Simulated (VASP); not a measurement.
A run of VASP 6.6.1 is set up as follows.

The input INCAR:

```
SYSTEM = Mg2B3
ALGO = Normal
EDIFF = 1E-6
ENCUT = 520
GGA = PE
ISIF = 2
ISMEAR = 0
LASPH = .TRUE.
LCHARG = .FALSE.
LREAL = .FALSE.
LWAVE = .FALSE.
NBANDS = 14
NELM = 100
PREC = Accurate
SIGMA = 0.1
```

KPOINTS

```
k-points
0
G
  6 6 4
  0 0 0
```

Contents of POSCAR:

```
Mg2B3
1.0
    3.6989590200      0.0000000000      0.0000000000
   -1.8494795100      3.2033924800      0.0000000000
    0.0000000000      0.0000000000      4.5421876500
Mg B
2 3
Direct
    0.6666666700      0.3333333300      0.5000000000
    0.3333333300      0.6666666700      0.0000000000
    0.0000000000      0.0000000000      0.7454000100
    0.0000000000      0.0000000000      0.2545999900
    0.6666666700      0.3333333300      0.0000000000
```

Potentials or basis: VASP PAW PBE potentials, release 64 (Mg, B).

Command:

```sh
$ cat potpaw_PBE.64/Mg/POTCAR potpaw_PBE.64/B/POTCAR > POTCAR
$ mpirun -np 1 vasp_std > vasp.out
```

(1) Predict the largest force.

(2) Predict the pressure.

Results:

(1) 0.780 eV/Å.

(2) 8.8 GPa.
